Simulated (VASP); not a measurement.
Runs of VASP 6.6.1 on W2C. The structure is that of space group P-3m1 (No. 164), or close to it. The cells are those of the table. 

```tsv
level	potentials or basis	cell	smearing	gap on the mesh (eV)	pressure (GPa)	largest force (eV/Å)
BLYP	VASP PAW PBE potentials, release 64 (W_sv, C)	a = 3.070, b = 3.070, c = 4.678 Å, angles 90.0, 90.0, 120.0°, 3 atoms	gaussian 0.1 eV	none	11.8	0.30
PBE	VASP PAW PBE potentials, release 64 (W_sv, C)	a = 3.070, b = 3.070, c = 4.678 Å, angles 90.0, 90.0, 120.0°, 3 atoms	gaussian 0.1 eV	none	(a)	0.12
LDA	VASP PAW LDA potentials, release 64 (W_sv, C)	a = 3.070, b = 3.070, c = 4.678 Å, angles 90.0, 90.0, 120.0°, 3 atoms	methfessel-paxton 0.13 eV	none	(b)	0.40
revPBE	VASP PAW PBE potentials, release 64 (W_sv, C)	a = 3.065, b = 3.065, c = 4.671 Å, angles 90.0, 90.0, 120.0°, 3 atoms	gaussian 0.1 eV	none	3.3	0.03
PBEsol	VASP PAW PBE potentials, release 64 (W_sv, C)	a = 3.070, b = 3.070, c = 4.678 Å, angles 90.0, 90.0, 120.0°, 3 atoms	gaussian 0.1 eV	none	-9.4	0.29
```

Alike in all rows: task single point; no spin polarisation; k mesh 6 × 6 × 4; cutoff (eV) 600.

Question: Estimate the missing entries.

Answer: (a) -1.2; (b) -13.7.

Caveats: all runs use coarse meshes; spin-orbit coupling is left out, which moves the levels of the heavy elements; the PAW data sets were made with another functional, which shifts forces and pressure a little (at least some runs).

A k mesh can miss the band edges, and the runs leave out spin-orbit coupling on W.

A gap of «none» marks levels without a gap at the run's occupations.
